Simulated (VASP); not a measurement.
A run of VASP 6.6.1 is set up as follows.

Contents of INCAR:

```
SYSTEM = Ga4As3P
  PREC = Accurate
  ENCUT = 520
  EDIFF = 1E-6
  ISMEAR = -1
  SIGMA = 0.02
  LREAL = .False.
  LASPH = .True.
  NELM = 60
  ALGO = Normal
  ISIF = 2
  LWAVE = .False.
  LCHARG = .False.
  GGA = PE
  NBANDS = 46
```

KPOINTS

```
Automatic mesh
0
Gamma
  6 4 4
  0 0 0
```

File POSCAR:

```
Ga4As3P
1.0
    4.0217677452      0.0000000000      0.0000000000
    0.0000000000      4.0198277375      5.6785582732
    0.0000000000     -4.0198277375      5.6785582732
P As Ga
1 3 4
Direct
    0.0000000000     -0.0000265594     -0.0000265594
    0.5000000000     -0.0002412873      0.5001435319
    0.5000000000      0.5001435319     -0.0002412873
    0.0000000000      0.5001968735      0.5001968735
    0.5000000000      0.8797467138      0.8797467138
    0.0000000000      0.8779951310      0.3674389065
    0.0000000000      0.3674389065      0.8779951310
    0.5000000000      0.3747466901      0.3747466901
```

Potentials or basis: VASP PAW PBE potentials, release 64 (P, As, Ga_d).

Launch:

```bash
$ cat potpaw_PBE.64/P/POTCAR potpaw_PBE.64/As/POTCAR potpaw_PBE.64/Ga_d/POTCAR > POTCAR
$ mpirun -np 1 vasp_std > vasp.out
```

Predict the pressure.

0.1 GPa.

What does it give for the largest force?

0.014 eV/Å.

What does it give for the band gap on the k mesh?

0.45 eV.

Forces in eV/Å, atoms in the order of the input:
```
P    0.000  0.000  0.002
As   0.000  0.000  0.000
As   0.000  0.000  0.000
As   0.000  0.000  0.000
Ga   0.000  0.000  0.013
Ga   0.000  0.011 -0.008
Ga   0.000 -0.011 -0.008
Ga   0.000  0.000  0.000
```

Caveat: semilocal functionals underestimate gaps, and a narrow one can read as zero.
